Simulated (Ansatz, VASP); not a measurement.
# SrOs in VASP and in Ansatz

```
Sr Os
1.0
     3.58479    0.00000    0.00000
     0.00000    3.58479    0.00000
     0.00000    0.00000    3.58479
Sr Os
1 1
Direct
  0.00000 0.00000 0.00000
  0.50000 0.50000 0.50000
```

Alike in both runs: task single point; functional r2SCAN; k mesh 10 × 10 × 10; occupations gaussian, width 0.05 eV; no spin polarisation; Hubbard terms Os d U = 3.0 eV.

|  | VASP | Ansatz |
| --- | --- | --- |
| version | VASP 6.6.1 | Ansatz 0.2.0 |
| potentials or method | VASP PAW PBE potentials, release 64 (Sr_sv, Os), cutoff 520 eV | scalar-relativistic, plane waves, PAW |
| valence electrons in the cell | 18 | 26 |

Ansatz gave:

- gap on the k mesh at the Fermi level (eV): none
- pressure (GPa): 0.8

Question: What did VASP give for the same quantities?

Answer: gap on the k mesh at the Fermi level (eV): none; pressure (GPa): 1.4.

VASP's potentials were made for PBE, not for r2SCAN. The programs project onto different local orbitals, so the same U acts differently, and such runs can settle in different states. A gap of «none» marks a metal or a gap that the smearing closes. VASP's potentials hold 18 valence electrons a cell and Ansatz's 26, so a difference there can come from the potentials and not from the codes. Ansatz's warnings: filled band counts differ across k points.

Neither program's run includes spin-orbit coupling.
